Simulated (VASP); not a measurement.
Crystal: Sr.

```xyz
2
Lattice="4.3100 0.0000 0.0000 -2.1550 3.7326 0.0000 0.0000 0.0000 7.0500" Properties=species:S:1:pos:R:3 pbc="T T T"
Sr    0.0000    2.4884    1.7625
Sr    2.1550    1.2442    5.2875
```

| Property | Result |
| --- | --- |
| Program | VASP 6.6.1 |
| Task | relaxation of cell and atoms |
| Functional | LDA |
| Potentials or basis | VASP PAW LDA potentials, release 64 (Sr_sv) |
| Cutoff | 600 eV |
| k mesh | 12 × 12 × 6 |
| Occupations | gaussian, width 0.1 eV |
| Spin | no spin polarisation |

At the start: pressure -1.5 GPa; volume 56.71 Å³/atom.

Problem. Where does the relaxation end?

Solution. Over 10 steps the energy falls by 42.3 meV/atom and the volume is 48.78 Å³/atom (-14.0 %); space group P6_3/mmc (No. 194, to 0.05 Å).

Step by step:
| step | energy change (eV) | largest force (eV/Å) | pressure (GPa) | volume (Å³) |
| --- | --- | --- | --- | --- |
| 1 | 0.0000 | 0.0000 | -1.55 | 113.42 |
| 2 | -0.0659 | 0.0000 | -0.82 | 104.65 |
| 3 | -0.0843 | 0.0000 | -0.11 | 98.45 |
| 4 | -0.0846 | 0.0000 | 0.02 | 97.59 |
| 5 | -0.0846 | 0.0000 | -0.05 | 97.89 |
| 6 | -0.0846 | 0.0000 | -0.04 | 97.89 |
| 7 | -0.0846 | 0.0000 | -0.03 | 97.86 |
| 8 | -0.0846 | 0.0000 | -0.03 | 97.87 |
| 9 | -0.0846 | 0.0000 | -0.07 | 97.79 |
| 10 | -0.0846 | 0.0000 | 0.00 | 97.56 |

Final structure:
```
Sr
1.0
     4.09764    0.00000    0.00000
    -2.04882    3.54866    0.00000
     0.00000    0.00000    6.70901
Sr
2
Direct
  0.33333 0.66667 0.25000
  0.66667 0.33333 0.75000
```

Caveat: the volume moved by -14 % from the deposited cell, more than functionals usually miss.
